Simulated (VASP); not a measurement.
# NbN: single point with LDA

The system is NbN, a slab with vacuum.

```
CELL_PARAMETERS angstrom
3.07987 0.00000 0.00000
0.00000 3.07987 0.00000
0.00000 0.00000 20.35560
ATOMIC_POSITIONS crystal
Nb 0.25000 0.25000 0.39301
Nb 0.75000 0.75000 0.50000
Nb 0.25000 0.25000 0.60699
N 0.75000 0.75000 0.39301
N 0.25000 0.25000 0.50000
N 0.75000 0.75000 0.60699
```

- Program: VASP 6.6.1
- Task: single point
- Functional: LDA
- Potentials or basis: VASP PAW LDA potentials, release 64 (Nb_sv, N)
- Cutoff: 520 eV
- k mesh: 11 × 11 × 1
- Occupations: fermi-dirac, width 0.05 eV
- Spin: no spin polarisation

| Item | Value |
| --- | --- |
| Largest force | 1.789 eV/Å |
| Band gap on the k mesh | zero (bands 27 and 28 overlap by 1.54 eV) |

Forces in eV/Å, atoms in the order of the input:
```
Nb   0.000  0.000  1.789
Nb   0.000  0.000  0.000
Nb   0.000  0.000 -1.789
N    0.000  0.000 -1.516
N    0.000  0.000  0.000
N    0.000  0.000  1.516
```

Levels at points of the mesh, in eV from the Fermi level:
| k point | band 24 | band 25 | band 26 | band 27 | band 28 | band 29 | band 30 | band 31 |
| --- | --- | --- | --- | --- | --- | --- | --- | --- |
| (0.00, 0.00, 0.00) | -3.39 | -2.83 | -2.83 | -2.35 | -0.88 | -0.62 | -0.62 | 0.26 |

Wall time 7.4 min on 1 thread of Intel Xeon 8259CL (shared host), peak memory 0.3 GiB.
